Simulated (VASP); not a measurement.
A run of VASP 6.6.1:

POSCAR

```
Al2Ru
1.0
    3.1218205097      0.0000000000      0.0000000000
    0.0000000000      3.1218205097      0.0000000000
    0.0000000000      0.0000000000      8.4449834065
Al Ru
4 2
Direct
    0.5000000000      0.5000000000      0.1590940356
    0.0000000000      0.0000000000      0.3409059644
    0.0000000000      0.0000000000      0.6590940356
    0.5000000000      0.5000000000      0.8409059644
    0.0000000000      0.0000000000      0.0000000000
    0.5000000000      0.5000000000      0.5000000000
```

File INCAR.step1:

```
  PREC = Accurate
  ENCUT = 520
  ISMEAR = 0
  SIGMA = 0.1
  LREAL = F
  LASPH = T
  NELM = 60
  NBANDS = 29
  GGA = PE
  ALGO = Normal
  EDIFF = 1E-4
  LWAVE = T
  LCHARG = F
```

INCAR.step2

```
  PREC = Accurate
  ENCUT = 520
  EDIFF = 1E-7
  ISMEAR = 0
  SIGMA = 0.1
  LREAL = F
  LASPH = T
  NELM = 60
  ALGO = Normal
  ISIF = 2
  LWAVE = F
  LCHARG = F
  METAGGA = R2SCAN
  LMIXTAU = T
  NBANDS = 29
  ISTART = 1
```

KPOINTS

```
regular mesh
0
Gamma
  12 12 4
```

Potentials or basis: VASP PAW PBE potentials, release 64 (Al, Ru_pv).

Run with:

```bash
$ cat potpaw_PBE.64/Al/POTCAR potpaw_PBE.64/Ru_pv/POTCAR > POTCAR
$ cp INCAR.step1 INCAR
$ mpirun -np 1 vasp_std > vasp.out
$ cp INCAR.step2 INCAR
$ mpirun -np 1 vasp_std > vasp.out
```

Hardware: 1 thread of Intel(R) Xeon(R) 6975P-C (Granite Rapids) (shared host).

Question: Estimate the wall time of this run.

Answer: Wall time 3.1 min on 1 thread of Intel(R) Xeon(R) 6975P-C (Granite Rapids) (shared host), peak memory 0.3 GiB. Counts: k points 84.
